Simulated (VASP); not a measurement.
# SrFeO4 (P-6m2) in VASP: single point with PBE

Aim: the single point of SrFeO4 with PBE.

All numbers are computed with VASP 6.6.1; they aren't measurements. Logs are shortened: lines on timing, memory, paths and dates and some standing lists are left out, and cuts for length are marked.

## 1. The cell of the first run

Symmetry: P-6m2, No. 187, hexagonal system. The conventional cell has a = 5.332 Å, b = 5.332 Å, c = 2.881 Å, α = 90.00°, β = 90.00°, γ = 120.00°. Within 3.8 Å of Sr (site symmetry -6m2) lie 2 Sr at 2.88 Å and 15 O at 3.04 to 3.08 Å and 3 Fe at 3.08 Å. Within 2.6 Å of Fe (site symmetry -6m2) lie 6 O at 1.98 Å. O (site symmetry -6m2) has 8 O at 2.24 to 2.88 Å and 3 Fe at 3.08 Å and 3 Sr at 3.08 Å within 3.1 Å. O (site symmetry mm2) has 2 Fe at 1.98 Å and 4 O at 2.24 to 2.36 Å within 2.6 Å.

The cell was generated, and may not be a known phase.

## 2. Single point, PBE, collinear spin

Contents of INCAR:

```
ALGO = Normal
EDIFF = 1E-6
ENCUT = 700
GGA = PE
GGA_COMPAT = False
ISIF = 2
ISMEAR = 0
ISPIN = 2
LASPH = True
LCHARG = False
LMAXMIX = 4
LORBIT = 11
LREAL = False
LWAVE = False
MAGMOM = 0 2.68 -1.36 0 0 0
NBANDS = 38
NELM = 200
PREC = Accurate
SIGMA = 0.1
```

Contents of KPOINTS:

```
k-points
0
Gamma
  6 6 6
```

Contents of POSCAR:

```
SrFeO4
1.0
    5.3322909917      0.0000000000      0.0000000000
   -2.6661454959      4.6178994592      0.0000000000
    0.0000000000      0.0000000000      2.8808974872
Sr Fe O
1 1 4
Direct
    0.0000000000      0.0000000000      0.0000000000
    0.3333333333      0.6666666667      0.0000000000
    0.6666666667      0.3333333333      0.0000000000
    0.4810731018      0.9621462036      0.5000000000
    0.0378537964      0.5189268982      0.5000000000
    0.4810731018      0.5189268982      0.5000000000
```

Potentials or basis: VASP PAW PBE potentials, release 64 (Sr_sv, Fe_sv, O).

Launch:

```bash
$ cat potpaw_PBE.64/Sr_sv/POTCAR potpaw_PBE.64/Fe_sv/POTCAR potpaw_PBE.64/O/POTCAR > POTCAR
$ mpirun -np 1 vasp_std > vasp.out
```

OUTCAR:

```text
EDIFF = 1E-6
   ENCUT = 700
   GGA = PE
   ISIF = 2
   ISMEAR = 0
   ISPIN = 2
   LASPH = True
   LORBIT = 11
   LREAL = False
   NELM = 200
   PREC = Accurate

 ion  position               nearest neighbor table
   1  0.000  0.000  0.000-   6 3.04   6 3.04   6 3.04   6 3.04   4 3.04   4 3.04   4 3.04   4 3.04
                             5 3.04   5 3.04   5 3.04   5 3.04   2 3.08   3 3.08   3 3.08   2 3.08
   2  0.333  0.667  0.000-   5 1.98   5 1.98   4 1.98   4 1.98   6 1.98   6 1.98   1 3.08   1 3.08
                             1 3.08
   3  0.667  0.333  0.000-   1 3.08   1 3.08   1 3.08
   4  0.481  0.962  0.500-   2 1.98   2 1.98   1 3.04   1 3.04   1 3.04   1 3.04
   5  0.038  0.519  0.500-   2 1.98   2 1.98   1 3.04   1 3.04   1 3.04   1 3.04
   6  0.481  0.519  0.500-   2 1.98   2 1.98   1 3.04   1 3.04   1 3.04   1 3.04

  LATTYP: Found a hexagonal cell.
 ALAT       =     5.3322909917
 C/A-ratio  =     0.5402738695

  Lattice vectors:

 A1 = (   5.3322909917,   0.0000000000,   0.0000000000)
 A2 = (  -2.6661454959,   4.6178994592,   0.0000000000)
 A3 = (   0.0000000000,   0.0000000000,   2.8808974872)

Analysis of symmetry for initial positions (statically):
=====================================================================
 Subroutine PRICEL returns:
 Original cell was already a primitive cell.

 Routine SETGRP: Setting up the symmetry group for a
 hexagonal supercell.

 Subroutine GETGRP returns: Found 12 space group operations
 (whereof 12 operations were pure point group operations)
 out of a pool of 24 trial point group operations.

The static configuration has the point symmetry D_3h.

Analysis of symmetry for dynamics (positions and initial velocities):
=====================================================================
 Subroutine PRICEL returns:
 Original cell was already a primitive cell.

 Routine SETGRP: Setting up the symmetry group for a
 hexagonal supercell.

 Subroutine GETGRP returns: Found 12 space group operations
 (whereof 12 operations were pure point group operations)
 out of a pool of 24 trial point group operations.

The dynamic configuration has the point symmetry D_3h.

Analysis of structural, dynamic, and magnetic symmetry:
=====================================================================
 Subroutine PRICEL returns:
 Original cell was already a primitive cell.

 Routine SETGRP: Setting up the symmetry group for a
 hexagonal supercell.

 Subroutine GETGRP returns: Found 12 space group operations
 (whereof 12 operations were pure point group operations)
 out of a pool of 24 trial point group operations.

The overall configuration has the point symmetry D_3h.

 Subroutine INISYM returns: Found 12 space group operations
 (whereof 12 operations are pure point group operations),
 and found     1 'primitive' translations

----------------------------------------------------------------------------------------

                                     Primitive cell

  volume of cell :      70.9392

  direct lattice vectors                    reciprocal lattice vectors
     5.332290992  0.000000000  0.000000000     0.187536652  0.108274337  0.000000000
    -2.666145496  4.617899459  0.000000000     0.000000000  0.216548673  0.000000000
     0.000000000  0.000000000  2.880897487     0.000000000  0.000000000  0.347114052

  length of vectors
     5.332290992  5.332290992  2.880897487     0.216548673  0.216548673  0.347114052

  position of ions in fractional coordinates (direct lattice)
     0.000000000  0.000000000  0.000000000
     0.333333333  0.666666667  0.000000000
     0.666666667  0.333333333  0.000000000
     0.481073102  0.962146204  0.500000000
     0.037853796  0.518926898  0.500000000
     0.481073102  0.518926898  0.500000000

  ion indices of the primitive-cell ions
   primitive index   ion index
                 1           1
                 2           2
                 3           3
                 4           4
                 5           5
                 6           6

----------------------------------------------------------------------------------------
[... 50 lines left out ...]
  0.333333 -0.000000  0.500000      6.000000
 [... further k-points ...]
   k-points           NKPTS =     28   k-points in BZ     NKDIM =     28   number of bands    NBANDS=     38
   number of dos      NEDOS =    301   number of ions     NIONS =      6
   total plane-waves  NPLWV =  64512
   dimension x,y,z NGX =    48 NGY =   48 NGZ =   28
   dimension x,y,z NGXF=    96 NGYF=   96 NGZF=   56
   ions per type =               1   1   4
   NGX,Y,Z   is equivalent  to a cutoff of  14.97, 14.97, 16.16 a.u.
   NGXF,Y,Z  is equivalent  to a cutoff of  29.93, 29.93, 32.32 a.u.
 SYSTEM =  unknown system
   PREC   = accura    normal or accurate (medium, high low for compatibility)
   ISTART =      0    job   : 0-new  1-cont  2-samecut
   ICHARG =      2    charge: 1-file 2-atom 10-const
   ISPIN  =      2    spin polarized calculation?
   LNONCOLLINEAR =      F non collinear calculations
   LSORBIT =      F    spin-orbit coupling
   LASPH  =      T    aspherical Exc in radial PAW
   ENCUT  =  700.0 eV  51.45 Ry    7.17 a.u.  11.50 11.50  6.21*2*pi/ulx,y,z
   NELM   =    200;   NELMIN=  2; NELMDL= -5     # of ELM steps
   EDIFF  = 0.1E-05   stopping-criterion for ELM
   LREAL  =      F    real-space projection
   EDIFFG = 0.1E-04   stopping-criterion for IOM
   NSW    =      0    number of steps for IOM
   IBRION =     -1    ionic relax: 0-MD 1-quasi-New 2-CG
   NFREE  =      0    steps in history (QN), initial steepest desc. (CG)
   ISIF   =      2    stress and relaxation
   ISYM   =      2    0-nonsym 1-usesym 2-fastsym
   POTIM  = 0.5000    time-step for ionic-motion
   TEBEG  =    0.0;   TEEND  =   0.0 temperature during run
   PSTRESS=    0.0 pullay stress
   NELECT =      50.0000    total number of electrons
   NUPDOWN=      -1.0000    fix difference up-down
   EMIN   =  10.00;   EMAX   =-10.00  energy-range for DOS
   EFERMI =   0.00;   METHOD = LEGACY
   ISMEAR =     0;   SIGMA  =   0.10  broadening in eV -4-tet -1-fermi 0-gaus
   EFERMI_NEDOS =   21; number of points for ismear=-14 and -15
   IALGO  =     38    algorithm
   IMIX   =      4    mixing-type and parameters
     AMIX     =   0.40;   BMIX     =  1.00
     AMIX_MAG =   1.60;   BMIX_MAG =  1.00
  volume/ion in A,a.u.               =      11.82        79.79
  Fermi-wavevector in a.u.,A,eV,Ry     =   1.456921  2.753182 28.879998  2.122620
  Thomas-Fermi vector in A             =   2.573783
   LORBIT       =     11    0 simple, 1 ext, 2 COOP (PROOUT), +10 PAW based schemes
   GGA     = PE    functional components
   LHFCALC =     F    Hartree Fock is set to
   AEXX    =    0.0000 exact exchange contribution
   IVDW    =     0    specifies the selected vdW correction
   LEPSILON=     F    determine dielectric tensor
   LRPA    =     F    only Hartree local field effects (RPA)
 spin polarized calculation
 Gauss-broadening in eV      SIGMA  =   0.10
  energy-cutoff  :      700.00
  volume of cell :       70.94
 maximum number of plane-waves:      3024
 NGX is ok and might be reduce to    48
   NGX = 23   NGY = 23   NGZ = 13

 number of electron      50.0000006 magnetization       1.6339438

 Free energy of the ion-electron system (eV)
  ---------------------------------------------------
  ext. energy  EPLUGINS =         0.00000000
  ---------------------------------------------------
  free energy    TOTEN  =       -32.64930981 eV

  energy without entropy =      -32.63832772  energy(sigma->0) =      -32.64381876

 E-fermi :   5.0078     XC(G=0): -11.1003

 val. band max:        4.9807434806   @ k =   0.3333   0.3333   0.3333
 cond. band min:       5.0222703238   @ k =   0.3333   0.1667   0.0000
 fundamental gap:      0.0415268431
 Fermi energy:         5.0077764915

 spin component 1

 k-point     1 :       0.0000    0.0000    0.0000
  band No.  band energies     occupation
      1     -84.8724      1.00000
      2     -50.8798      1.00000
      3     -50.8798      1.00000
      4     -50.8704      1.00000
      5     -31.6668      1.00000
      6     -14.6086      1.00000
[... 949 lines left out ...]
     36      15.2977      0.00000
     37      15.4490      0.00000

 [... further k-points ...]

 spin component 2

 k-point     1 :       0.0000    0.0000    0.0000
  band No.  band energies     occupation
      1     -81.5832      1.00000
      2     -47.7854      1.00000
      3     -47.6122      1.00000
      4     -47.6122      1.00000
      5     -31.6461      1.00000
      6     -14.8949      1.00000
[... 949 lines left out ...]
     36      15.7962      0.00000
     37      15.8142      0.00000

 [... further k-points ...]

 [bands above 37 left out]

------------------------ aborting loop because EDIFF is reached ----------------------------------------

  FORCE on cell =-STRESS in cart. coord.  units (eV):
  Direction    XX          YY          ZZ          XY          YZ          ZX
  --------------------------------------------------------------------------------------
  -------------------------------------------------------------------------------------
  Total       -0.0720540     -0.0720540     -0.0900148      0.0000000      0.0000000      0.0000000
  in kB       -1.6273558     -1.6273558     -2.0330045      0.0000000      0.0000000      0.0000000
  external PRESSURE =      -1.7625721 kB  Pullay stress =       0.0000000 kB

 VOLUME and BASIS-vectors are now :
 -----------------------------------------------------------------------------
  energy-cutoff  :      700.00
  volume of cell :       70.94
      direct lattice vectors                 reciprocal lattice vectors
     5.332290992  0.000000000  0.000000000     0.187536652  0.108274337  0.000000000
    -2.666145496  4.617899459  0.000000000     0.000000000  0.216548673  0.000000000
     0.000000000  0.000000000  2.880897487     0.000000000  0.000000000  0.347114052

 POSITION                                       TOTAL-FORCE (eV/Angst)
 -----------------------------------------------------------------------------------
      0.00000      0.00000      0.00000         0.000000      0.000000      0.000000
     -0.00000      3.07860      0.00000         0.000000      0.000000      0.000000
      2.66615      1.53930      0.00000         0.000000      0.000000      0.000000
     -0.00000      4.44309      1.44045        -0.000000      0.018819     -0.000000
     -1.18169      2.39635      1.44045        -0.016298     -0.009409      0.000000
      1.18169      2.39635      1.44045         0.016298     -0.009409      0.000000
 -----------------------------------------------------------------------------------
    total drift:                                0.000001     -0.000001     -0.000000

  FREE ENERGIE OF THE ION-ELECTRON SYSTEM (eV)
  ---------------------------------------------------
  free  energy   TOTEN  =       -32.6493098083 eV

  energy  without entropy=      -32.6383277152  energy(sigma->0) =      -32.64381876

 total charge

# of ion       s       p       d       tot
------------------------------------------
    1        1.996   5.765   0.208   7.970
    2        2.157   6.042   5.395  13.595
    3        1.631   3.032   0.000   4.663
    4        1.597   3.278   0.000   4.875
    5        1.597   3.278   0.000   4.875
    6        1.597   3.278   0.000   4.875
--------------------------------------------------
tot         10.574  24.674   5.604  40.852

 magnetization (x)

# of ion       s       p       d       tot
------------------------------------------
    1        0.003   0.004   0.021   0.029
    2        0.012   0.014   2.686   2.712
    3       -0.011  -1.124   0.000  -1.135
    4        0.000  -0.015   0.000  -0.015
    5        0.000  -0.015   0.000  -0.015
    6        0.000  -0.015   0.000  -0.015
--------------------------------------------------
tot          0.005  -1.151   2.708   1.562
```

It took 6.6 min on 1 thread of Intel Xeon Platinum 8488C (Sapphire Rapids), shared host; peak memory 0.4 GiB.

Results:

```yaml
Free_energy: -32.6493 eV
Pressure: -0.2 GPa
Largest_force: 0.019 eV/Å
Net_moment: 1.63 μB per cell
Site_moments: Sr +0.03; Fe +2.71; O -1.14, -0.01 (each value once) μB
Valence_electrons_inside_the_program's_atomic_spheres: Sr 7.97; Fe 13.60; O 4.66, 4.88 (each value once)
```

Forces on the atoms (eV/Å):
```
Sr   0.000  0.000  0.000
Fe   0.000  0.000  0.000
O    0.000  0.000  0.000
O    0.000  0.019  0.000
O   -0.016 -0.009  0.000
O    0.016 -0.009  0.000
```

Levels at points of the mesh, in eV from the Fermi level:
Spin up:
```csv
k point,band 22,band 23,band 24,band 25,band 26,band 27,band 28,band 29,band 30,band 31
"(0.00, 0.00, 0.00)",-1.63,-1.30,-1.30,0.23,0.42,0.42,0.52,0.52,1.05,3.46
"(0.50, 0.00, 0.00)",-2.31,-1.65,-1.43,-0.50,-0.11,0.42,0.89,0.97,1.72,4.09
"(0.00, 0.00, 0.50)",-2.67,-2.67,-1.32,0.16,0.16,0.57,0.57,0.80,3.41,3.41
"(0.50, 0.00, 0.50)",-2.66,-2.46,-1.74,-1.04,-0.18,0.13,0.62,1.75,2.26,3.05
```
Spin down:
| k point | band 22 | band 23 | band 24 | band 25 | band 26 | band 27 |
| --- | --- | --- | --- | --- | --- | --- |
| (0.00, 0.00, 0.00) | -1.21 | -0.69 | -0.69 | -0.27 | 0.34 | 0.79 |
| (0.50, 0.00, 0.00) | -1.79 | -1.50 | -0.60 | -0.05 | 0.17 | 0.98 |
| (0.00, 0.00, 0.50) | -1.62 | -1.22 | -1.19 | 0.17 | 0.17 | 0.27 |
| (0.50, 0.00, 0.50) | -1.72 | -1.49 | -0.90 | 0.03 | 0.19 | 0.29 |

Caveat: the k points lie up to 0.36 Å⁻¹ apart; a cell with one magnetic atom can't hold antiferromagnetic order, which such compounds often take; semilocal functionals often make such compounds metallic where correlation or magnetic order opens a gap, which also shifts bond lengths.
